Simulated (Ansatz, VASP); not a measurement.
Zn4Se3S in VASP and in Ansatz

```
Zn Se S
1.0
     3.99922    0.00000    0.00000
    -1.99961    3.46343    0.00000
     0.00000    0.00000   13.10579
Zn Se S
4 3 1
Direct
  0.00000 0.00000 0.00805
  0.00000 0.00000 0.49785
  0.33333 0.66667 0.24228
  0.66667 0.33333 0.75262
  0.00000 0.00000 0.68684
  0.33333 0.66667 0.43233
  0.66667 0.33333 0.94206
  0.00000 0.00000 0.18797
```

Alike in both runs: task single point; functional PBE; k mesh 6 × 6 × 2; occupations gaussian, width 0.1 eV; no spin polarisation.

|  | VASP | Ansatz |
| --- | --- | --- |
| version | VASP 6.6.1 | Ansatz 0.2.0 |
| potentials or method | VASP PAW PBE potentials, release 64 (Zn, Se, S), cutoff 520 eV | scalar-relativistic, plane waves, PAW |
| valence electrons in the cell | 72 | 102 |

Ansatz gave:

- gap on the k mesh at the Fermi level (eV): 1.23
- least direct gap on the mesh (eV): 1.23
- pressure (GPa): 0.0

Q: What did VASP give for the same quantities?

A: gap on the k mesh at the Fermi level (eV): 1.23; least direct gap on the mesh (eV): 1.23; pressure (GPa): 0.2.

VASP's potentials hold 72 valence electrons a cell and Ansatz's 102, so a difference there can come from the potentials and not from the codes.
